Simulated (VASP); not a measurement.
Here is a VASP 6.6.1 calculation.

INCAR

```
SYSTEM = CrO2
PREC = Accurate
ENCUT = 520
EDIFF = 1E-6
ISMEAR = 0
SIGMA = 0.1
LREAL = .FALSE.
LASPH = .TRUE.
NELM = 150
ALGO = Normal
ISIF = 2
LWAVE = .FALSE.
LCHARG = .FALSE.
ISPIN = 2
MAGMOM = 0 0 0
LORBIT = 11
NUPDOWN = 0.0
LMAXMIX = 4
GGA = PE
NBANDS = 23
```

KPOINTS

```
regular mesh
0
G
  18 18 8
  0 0 0
```

POSCAR

```
CrO2
1.0
    2.8937217999      0.0000000000      0.0000000000
   -1.4468609000      2.5060365902      0.0000000000
    0.0000000000      0.0000000000      5.3431273234
Cr O
1 2
Direct
    0.0000000000      0.0000000000      0.0000000000
    0.3333333333      0.6666666667      0.1774269764
    0.6666666667      0.3333333333      0.8225730236
```

Potentials or basis: VASP PAW PBE potentials, release 64 (Cr_pv, O).

Run with:

```console
$ cat potpaw_PBE.64/Cr_pv/POTCAR potpaw_PBE.64/O/POTCAR > POTCAR
$ mpirun -np 1 vasp_std > vasp.out
```

(1) What does it give for the pressure?

(2) Estimate the largest force.

Answers

(1) -3.9 GPa.

(2) 0.318 eV/Å.

Caveat: the cell stands under tension; the total moment is fixed, so each spin has its own Fermi level.
